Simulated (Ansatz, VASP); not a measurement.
## One calculation of Mo, two programs

Contents of INCAR:

```
SYSTEM = Mo
ALGO = Fast
EDIFF = 1E-6
ENCUT = 520
GGA = PS
ISIF = 2
ISMEAR = 0
LASPH = .TRUE.
LCHARG = .FALSE.
LREAL = .FALSE.
LWAVE = .FALSE.
NBANDS = 13
NELM = 100
PREC = Accurate
SIGMA = 0.15
```

The input KPOINTS:

```
k-points
0
G
  18 18 18
  0 0 0
```

POSCAR

```
Mo
1.0
    2.7355103972      0.0000000000      0.0000000000
   -1.3677551986      2.5466981085      0.0000000000
    0.0000000000      0.0000000000      2.5551807000
Mo
1
Direct
    0.0000000000      0.0000000000      0.5000000000
```

Input for Ansatz:

```yaml
crystal:
  lattice:
    - [2.7355103972, 0.0, 0.0]
    - [-1.3677551986, 2.5466981085, 0.0]
    - [0.0, 0.0, 2.5551807]
  atoms:
    - { symbol: Mo, position: [0.0, 0.0, 0.5] }
basis:
  ecutwfc: 420
kpoints:
  mp_grid: { grid: [18, 18, 18] }
hamiltonian:
  xc: pbesol
scf:
  occupations: { method: gaussian, width: 0.15 }
output:
  forces: true
  stress: true
  eigenvalues: true
```

Change from the starting cell: strain +0.0750 x Voigt [0, 1, 0, 0, 0, 0], atoms carried along.

Alike in both runs: task single point; functional PBEsol; k mesh 18 × 18 × 18; occupations gaussian, width 0.15 eV; no spin polarisation.

```csv
,VASP,Ansatz
version,VASP 6.6.1,Ansatz 0.2.0
potentials or method,"VASP PAW PBE potentials, release 64 (Mo_sv), cutoff 520 eV","scalar-relativistic, plane waves, PAW"
valence electrons in the cell,14,14
```

Ansatz gave:

| Property | Result |
| --- | --- |
| gap on the k mesh at the Fermi level (eV) | none |
| pressure (GPa) | -16.5 |
| traceless stress, the component that is largest in VASP (GPa) | -2.51 |

Task: What did VASP give for the same quantities?

Result: gap on the k mesh at the Fermi level (eV): none; pressure (GPa): -16.1; traceless stress, the component that is largest in VASP (GPa): -2.58.

VASP's potentials were made for PBE, not for PBEsol. A gap of «none» marks a metal or a gap that the smearing closes.
